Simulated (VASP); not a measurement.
Runs of VASP 6.6.1 on LiCl. The structure is that of space group Fm-3m (No. 225), or close to it. The cells are those of the table. 

```tsv
task	level	potentials or basis	cell	cutoff (eV)	smearing	gap on the mesh (eV)	pressure (GPa)	relaxed volume (Å³/atom)
single point	LDA	VASP PAW LDA potentials, release 64 (Li_sv, Cl)	a = 3.615 Å, angles 60.0°, 2 atoms	520	gaussian 0.01 eV	(a)	-	-
single point	PBE	VASP PAW PBE potentials, release 64 (Li_sv, Cl)	a = 3.642 Å, angles 60.0°, 2 atoms	520	fermi-dirac 0.02 eV	6.27	-	-
relaxation of cell and atoms	PBE	VASP PAW PBE potentials, release 64 (Li_sv, Cl)	relaxed from a = 3.627 Å, angles 60.0°, 2 atoms	600	fermi-dirac 0.02 eV	(b)	0.0	17.01
relaxation of cell and atoms	LDA	VASP PAW LDA potentials, release 64 (Li_sv, Cl)	relaxed from a = 3.642 Å, angles 60.0°, 2 atoms	600	fermi-dirac 0.02 eV	6.52	0.0	(c)
relaxation of cell and atoms	PBEsol	VASP PAW PBE potentials, release 64 (Li_sv, Cl)	relaxed from a = 3.642 Å, angles 60.0°, 2 atoms	600	fermi-dirac 0.02 eV	6.37	0.0	16.21
```

Alike in all rows: no spin polarisation; k mesh 8 × 8 × 8.

Task: Estimate the missing entries.

Result: (a) 6.06; (b) 6.29; (c) 15.25.

Caveats: the cutoff is under 1.25 times the usual one of these potentials, so pressure, stress and relaxed cells hold a basis-set (Pulay) error; the volume moved by -11 % from the deposited cell, more than functionals usually miss (some runs); the PAW data sets were made with another functional, which shifts forces and pressure a little (some runs).

A k mesh can miss the band edges.
